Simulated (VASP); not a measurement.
# Ti (P6/mmm) in VASP: notebook

Runs on Ti. Level: PBEsol. Tasks: single point.

Program: VASP 6.6.1. These are calculated values, not measurements. Logs are shortened: lines on timing, memory, paths and dates and some standing lists are left out, and cuts for length are marked.

## (1) The cell of the first run

The structure is hexagonal, space group P6/mmm (No. 191). Conventional cell: a = 4.569 Å, b = 4.569 Å, c = 3.000 Å, α = 90.00°, β = 90.00°, γ = 120.00°. Within 3.9 Å of Ti (site symmetry 6/mmm) lie 14 Ti at 3.00 to 3.03 Å. Within 3.5 Å of Ti (site symmetry -6m2) lie 11 Ti at 2.64 to 3.03 Å.

This isn't the form of Ti at room conditions, which is hcp.

## (2) Single point, PBEsol

File INCAR:

```
SYSTEM = Ti
PREC = Accurate
ENCUT = 520
EDIFF = 1E-6
ISMEAR = 0
SIGMA = 0.15
LREAL = .FALSE.
LASPH = .TRUE.
NELM = 100
ALGO = Fast
ISIF = 2
LWAVE = .FALSE.
LCHARG = .FALSE.
GGA = PS
NBANDS = 25
```

File KPOINTS:

```
regular mesh
0
G
  12 12 14
  0 0 0
```

File POSCAR:

```
Ti
1.0
    4.5691000000      0.0000000000      0.0000000000
   -2.2845500000      3.9569566724      0.0000000000
    0.0000000000      0.0000000000      2.9998000000
Ti
3
Direct
    0.0000000000      0.0000000000      0.0000000000
    0.3333333333      0.6666666667      0.5000000000
    0.6666666667      0.3333333333      0.5000000000
```

Potentials or basis: VASP PAW PBE potentials, release 64 (Ti_sv).

Started as:

```
$ cat potpaw_PBE.64/Ti_sv/POTCAR > POTCAR
$ mpirun -np 1 vasp_std > vasp.out
```

OUTCAR:

```text
SYSTEM = Ti
   PREC = Accurate
   ENCUT = 520
   EDIFF = 1E-6
   ISMEAR = 0
   LREAL = .FALSE.
   LASPH = .TRUE.
   NELM = 100
   ISIF = 2
   GGA = PS

 ion  position               nearest neighbor table
   1  0.000  0.000  0.000-
   2  0.333  0.667  0.500-   3 2.64   3 2.64   3 2.64
   3  0.667  0.333  0.500-   2 2.64   2 2.64   2 2.64

  LATTYP: Found a hexagonal cell.
 ALAT       =     4.5691000000
 C/A-ratio  =     0.6565406754

  Lattice vectors:

 A1 = (   4.5691000000,   0.0000000000,   0.0000000000)
 A2 = (  -2.2845500000,   3.9569566724,   0.0000000000)
 A3 = (   0.0000000000,   0.0000000000,   2.9998000000)

Analysis of symmetry for initial positions (statically):
=====================================================================
 Subroutine PRICEL returns:
 Original cell was already a primitive cell.

 Routine SETGRP: Setting up the symmetry group for a
 hexagonal supercell.

 Subroutine GETGRP returns: Found 24 space group operations
 (whereof 24 operations were pure point group operations)
 out of a pool of 24 trial point group operations.

The static configuration has the point symmetry D_6h.

Analysis of symmetry for dynamics (positions and initial velocities):
=====================================================================
 Subroutine PRICEL returns:
 Original cell was already a primitive cell.

 Routine SETGRP: Setting up the symmetry group for a
 hexagonal supercell.

 Subroutine GETGRP returns: Found 24 space group operations
 (whereof 24 operations were pure point group operations)
 out of a pool of 24 trial point group operations.

The dynamic configuration has the point symmetry D_6h.

 Subroutine INISYM returns: Found 24 space group operations
 (whereof 24 operations are pure point group operations),
 and found     1 'primitive' translations

----------------------------------------------------------------------------------------

                                     Primitive cell

  volume of cell :      54.2356

  direct lattice vectors                    reciprocal lattice vectors
     4.569100000  0.000000000  0.000000000     0.218861483  0.126359736  0.000000000
    -2.284550000  3.956956672  0.000000000     0.000000000  0.252719472  0.000000000
     0.000000000  0.000000000  2.999800000     0.000000000  0.000000000  0.333355557

  length of vectors
     4.569100000  4.569100000  2.999800000     0.252719472  0.252719472  0.333355557

  position of ions in fractional coordinates (direct lattice)
     0.000000000  0.000000000  0.000000000
     0.333333333  0.666666667  0.500000000
     0.666666667  0.333333333  0.500000000

  ion indices of the primitive-cell ions
   primitive index   ion index
                 1           1
                 2           2
                 3           3

----------------------------------------------------------------------------------------

 KPOINTS: regular mesh

Automatic generation of k-mesh.
 Grid dimensions read from file:
 generate k-points for:   12   12   14

 Generating k-lattice:

  Cartesian coordinates                     Fractional coordinates (reciprocal lattice)
     0.018238457  0.010529978  0.000000000     0.083333333 -0.000000000  0.000000000
     0.000000000  0.021059956  0.000000000     0.000000000  0.083333333  0.000000000
     0.000000000  0.000000000  0.023811111     0.000000000  0.000000000  0.071428571

  Length of vectors
     0.021059956  0.021059956  0.023811111

  Shift w.r.t. Gamma in fractional coordinates (k-lattice)
     0.000000000  0.000000000  0.000000000

 Subroutine IBZKPT returns following result:
 ===========================================

 Found    152 irreducible k-points:

 Following reciprocal coordinates:
            Coordinates               Weight
  0.000000  0.000000  0.000000      1.000000
  0.083333  0.000000  0.000000      6.000000
  0.166667 -0.000000  0.000000      6.000000
  0.250000 -0.000000  0.000000      6.000000
  0.333333  0.000000  0.000000      6.000000
  0.416667 -0.000000  0.000000      6.000000
[... 16 lines left out ...]
  0.250000 -0.000000  0.071429     12.000000
  0.333333  0.000000  0.071429     12.000000
 [... further k-points ...]
   k-points           NKPTS =    152   k-points in BZ     NKDIM =    152   number of bands    NBANDS=     25
   number of dos      NEDOS =    301   number of ions     NIONS =      3
   total plane-waves  NPLWV =  31104
   dimension x,y,z NGX =    36 NGY =   36 NGZ =   24
   dimension x,y,z NGXF=    72 NGYF=   72 NGZF=   48
   ions per type =               3
   NGX,Y,Z   is equivalent  to a cutoff of  13.10, 13.10, 13.30 a.u.
   NGXF,Y,Z  is equivalent  to a cutoff of  26.20, 26.20, 26.60 a.u.
 SYSTEM =  Ti
   PREC   = accura    normal or accurate (medium, high low for compatibility)
   ISTART =      0    job   : 0-new  1-cont  2-samecut
   ICHARG =      2    charge: 1-file 2-atom 10-const
   ISPIN  =      1    spin polarized calculation?
   LNONCOLLINEAR =      F non collinear calculations
   LSORBIT =      F    spin-orbit coupling
   LASPH  =      T    aspherical Exc in radial PAW
   ENCUT  =  520.0 eV  38.22 Ry    6.18 a.u.   8.50  8.50  5.58*2*pi/ulx,y,z
   NELM   =    100;   NELMIN=  2; NELMDL= -5     # of ELM steps
   EDIFF  = 0.1E-05   stopping-criterion for ELM
   LREAL  =      F    real-space projection
   EDIFFG = 0.1E-04   stopping-criterion for IOM
   NSW    =      0    number of steps for IOM
   IBRION =     -1    ionic relax: 0-MD 1-quasi-New 2-CG
   NFREE  =      0    steps in history (QN), initial steepest desc. (CG)
   ISIF   =      2    stress and relaxation
   ISYM   =      2    0-nonsym 1-usesym 2-fastsym
   POTIM  = 0.5000    time-step for ionic-motion
   TEBEG  =    0.0;   TEEND  =   0.0 temperature during run
   PSTRESS=    0.0 pullay stress
   NELECT =      36.0000    total number of electrons
   NUPDOWN=      -1.0000    fix difference up-down
   EMIN   =  10.00;   EMAX   =-10.00  energy-range for DOS
   EFERMI =   0.00;   METHOD = LEGACY
   ISMEAR =     0;   SIGMA  =   0.15  broadening in eV -4-tet -1-fermi 0-gaus
   EFERMI_NEDOS =   21; number of points for ismear=-14 and -15
   IALGO  =     68    algorithm
   IMIX   =      4    mixing-type and parameters
     AMIX     =   0.40;   BMIX     =  1.00
     AMIX_MAG =   1.60;   BMIX_MAG =  1.00
  volume/ion in A,a.u.               =      18.08       122.00
  Fermi-wavevector in a.u.,A,eV,Ry     =   1.428064  2.698649 27.747258  2.039366
  Thomas-Fermi vector in A             =   2.548166
   LORBIT       =      0    0 simple, 1 ext, 2 COOP (PROOUT), +10 PAW based schemes
   GGA     = PS    functional components
   LHFCALC =     F    Hartree Fock is set to
   AEXX    =    0.0000 exact exchange contribution
   IVDW    =     0    specifies the selected vdW correction
   LEPSILON=     F    determine dielectric tensor
   LRPA    =     F    only Hartree local field effects (RPA)
 non-spin polarized calculation
 RMM-DIIS sequential band-by-band and
 Gauss-broadening in eV      SIGMA  =   0.15
  energy-cutoff  :      520.00
  volume of cell :       54.24
 maximum number of plane-waves:      1493
 NGX is ok and might be reduce to    36
   NGX = 17   NGY = 17   NGZ = 11

 number of electron      35.9999994 magnetization

 Free energy of the ion-electron system (eV)
  ---------------------------------------------------
  ext. energy  EPLUGINS =         0.00000000
  ---------------------------------------------------
  free energy    TOTEN  =       -24.85396073 eV

  energy without entropy =      -24.81789749  energy(sigma->0) =      -24.83592911

 E-fermi :   7.7170     XC(G=0): -11.4377

 val. band max:        7.7145915984   @ k =   0.2500   0.2500   0.2857
 cond. band min:       7.7170052101   @ k =   0.4167   0.0833   0.2143
 fundamental gap:      0.0024136117
 Fermi energy:         7.7169977495

 k-point     1 :       0.0000    0.0000    0.0000
  band No.  band energies     occupation
      1     -49.1008      2.00000
      2     -48.7944      2.00000
      3     -48.6205      2.00000
      4     -25.5006      2.00000
      5     -25.5006      2.00000
      6     -25.3511      2.00000
[... 17 lines left out ...]
     24       9.2027      0.00000
     25       9.2034      0.00000

 k-point     2 :       0.0833    0.0000    0.0000
  band No.  band energies     occupation
      1     -49.1002      2.00000
      2     -48.7923      2.00000
      3     -48.6233      2.00000
      4     -25.5139      2.00000
      5     -25.5108      2.00000
      6     -25.3385      2.00000
[... 17 lines left out ...]
     24       9.0333      0.00000
     25       9.4480      0.00000

 k-point     3 :       0.1667   -0.0000    0.0000
  band No.  band energies     occupation
      1     -49.0987      2.00000
      2     -48.7860      2.00000
      3     -48.6314      2.00000
      4     -25.5432      2.00000
      5     -25.5251      2.00000
      6     -25.3114      2.00000
[... 17 lines left out ...]
     24       9.2166      0.00000
     25       9.7677      0.00000

 k-point     4 :       0.2500   -0.0000    0.0000
  band No.  band energies     occupation
      1     -49.0966      2.00000
      2     -48.7758      2.00000
      3     -48.6441      2.00000
      4     -25.5744      2.00000
      5     -25.5268      2.00000
      6     -25.2832      2.00000
[... 17 lines left out ...]
     24       9.4697      0.00000
     25       9.9768      0.00000

 k-point     5 :       0.3333    0.0000    0.0000
  band No.  band energies     occupation
      1     -49.0946      2.00000
      2     -48.7628      2.00000
      3     -48.6595      2.00000
      4     -25.6003      2.00000
      5     -25.5134      2.00000
      6     -25.2604      2.00000
[... 17 lines left out ...]
     24       9.7604      0.00000
     25       9.9746      0.00000

 k-point     6 :       0.4167   -0.0000    0.0000
  band No.  band energies     occupation
      1     -49.0932      2.00000
      2     -48.7496      2.00000
      3     -48.6743      2.00000
      4     -25.6172      2.00000
      5     -25.4931      2.00000
      6     -25.2459      2.00000
[... 17 lines left out ...]
     24       9.5834      0.00000
     25      10.0537      0.00000
[... 393 lines left out ...]
 k-point    21 :       0.0833    0.0000    0.0714
  band No.  band energies     occupation
      1     -49.0985      2.00000
      2     -48.7913      2.00000
      3     -48.6220      2.00000
      4     -25.5105      2.00000
      5     -25.5076      2.00000
      6     -25.3373      2.00000
[... 17 lines left out ...]
     24       9.0697      0.00000
     25       9.5433      0.00000

 k-point    22 :       0.1667   -0.0000    0.0714
  band No.  band energies     occupation
      1     -49.0970      2.00000
      2     -48.7849      2.00000
      3     -48.6301      2.00000
      4     -25.5389      2.00000
      5     -25.5219      2.00000
      6     -25.3114      2.00000
[... 17 lines left out ...]
     24       9.1975      0.00000
     25       9.8264      0.00000

 k-point    23 :       0.2500   -0.0000    0.0714
  band No.  band energies     occupation
      1     -49.0950      2.00000
      2     -48.7746      2.00000
      3     -48.6427      2.00000
      4     -25.5694      2.00000
      5     -25.5242      2.00000
      6     -25.2844      2.00000
[... 17 lines left out ...]
     24       9.4395      0.00000
     25      10.0961      0.00000

 k-point    24 :       0.3333    0.0000    0.0714
  band No.  band energies     occupation
      1     -49.0931      2.00000
      2     -48.7615      2.00000
      3     -48.6581      2.00000
      4     -25.5947      2.00000
      5     -25.5120      2.00000
      6     -25.2626      2.00000
[... 17 lines left out ...]
     24       9.7292      0.00000
     25       9.9910      0.00000

 [... further k-points ...]

------------------------ aborting loop because EDIFF is reached ----------------------------------------

  FORCE on cell =-STRESS in cart. coord.  units (eV):
  Direction    XX          YY          ZZ          XY          YZ          ZX
  --------------------------------------------------------------------------------------
  -------------------------------------------------------------------------------------
  Total       -2.2030640     -2.2030640     -5.2987262      0.0000000      0.0000000      0.0000000
  in kB      -65.0808844    -65.0808844   -156.5300784      0.0000000      0.0000000      0.0000000
  external PRESSURE =     -95.5639491 kB  Pullay stress =       0.0000000 kB

 VOLUME and BASIS-vectors are now :
 -----------------------------------------------------------------------------
  energy-cutoff  :      520.00
  volume of cell :       54.24
      direct lattice vectors                 reciprocal lattice vectors
     4.569100000  0.000000000  0.000000000     0.218861483  0.126359736  0.000000000
    -2.284550000  3.956956672  0.000000000     0.000000000  0.252719472  0.000000000
     0.000000000  0.000000000  2.999800000     0.000000000  0.000000000  0.333355557

 POSITION                                       TOTAL-FORCE (eV/Angst)
 -----------------------------------------------------------------------------------
      0.00000      0.00000      0.00000        -0.000000     -0.000000      0.000000
     -0.00000      2.63797      1.49990         0.000000      0.000000     -0.000000
      2.28455      1.31899      1.49990        -0.000000     -0.000000      0.000000
 -----------------------------------------------------------------------------------
    total drift:                                0.000000      0.000000     -0.000000

  FREE ENERGIE OF THE ION-ELECTRON SYSTEM (eV)
  ---------------------------------------------------
  free  energy   TOTEN  =       -24.8539607329 eV

  energy  without entropy=      -24.8178974905  energy(sigma->0) =      -24.83592911
```

It took 15 min on 1 thread of Intel Xeon 8259CL, shared host; peak memory 0.29 GiB.

What came out:

```yaml
Free_energy: -24.8540 eV
Pressure: -9.6 GPa
Band_gap_on_the_k_mesh: zero (bands 18 and 19 overlap by 0.42 eV)
```

Levels at points of the mesh, in eV from the Fermi level:
```tsv
k point	band 16	band 17	band 18	band 19	band 20	band 21
(0.00, 0.00, 0.00)	-0.64	-0.52	-0.52	0.25	0.92	1.25
(0.50, 0.00, 0.00)	-0.39	-0.24	-0.23	0.17	0.55	0.73
(0.00, 0.00, 0.50)	-1.93	-1.53	-1.53	1.07	1.07	1.18
(0.50, 0.00, 0.50)	-1.08	-0.85	-0.75	0.38	0.63	0.66
```

Caveat: the stress differs along the axes, from -16 to -7 GPa; the PAW data sets were made with another functional, which shifts forces and pressure a little.

## (3) Single point, PBEsol

This run uses another cell than the first one, of 18.13 Å³/atom.

File INCAR:

```
PREC = Accurate ; ENCUT = 520
EDIFF = 1E-6 ; ISMEAR = 0
SIGMA = 0.15 ; LREAL = False
LASPH = True ; NELM = 100
ALGO = Fast ; ISIF = 2
LWAVE = False ; LCHARG = False
GGA = PS ; NBANDS = 25
```

File KPOINTS:

```
regular mesh
0
Gamma
  12 12 14
```

File POSCAR:

```
Ti
1.0
    4.6233000000      0.0000000000      0.0000000000
   -2.3116500000      4.0038952493      0.0000000000
    0.0000000000      0.0000000000      2.9382000000
Ti
3
Direct
    0.0000000000      0.0000000000      0.0000000000
    0.3333333333      0.6666666667      0.5000000000
    0.6666666667      0.3333333333      0.5000000000
```

Potentials or basis: VASP PAW PBE potentials, release 64 (Ti_sv).

Started as:

```
$ cat potpaw_PBE.64/Ti_sv/POTCAR > POTCAR
$ mpirun -np 1 vasp_std > vasp.out
```

Wall time 18 min (1 thread of Intel Xeon 8259CL, shared host); peak memory 0.29 GiB.

It converged, with:

| Item | Value |
| --- | --- |
| Free energy | -24.8946 eV |
| Pressure | -9.9 GPa |
| Band gap on the k mesh | zero (bands 18 and 19 overlap by 0.34 eV) |

Stress tensor (GPa, compression positive):
```
 -8.43   0.00   0.00
  0.00  -8.43   0.00
  0.00   0.00 -12.78
```

Levels at points of the mesh, in eV from the Fermi level:
```
           k point  band 16  band 17  band 18  band 19  band 20  band 21
(0.00, 0.00, 0.00)    -0.67    -0.56    -0.56     0.09     0.77     1.23
(0.50, 0.00, 0.00)    -0.37    -0.29    -0.27     0.12     0.61     0.79
(0.00, 0.00, 0.50)    -1.87    -1.50    -1.50     1.09     1.09     1.11
(0.50, 0.00, 0.50)    -1.06    -0.71    -0.70     0.37     0.70     0.71
```

Caveat: the cell stands under tension; the PAW data sets were made with another functional, which shifts forces and pressure a little.
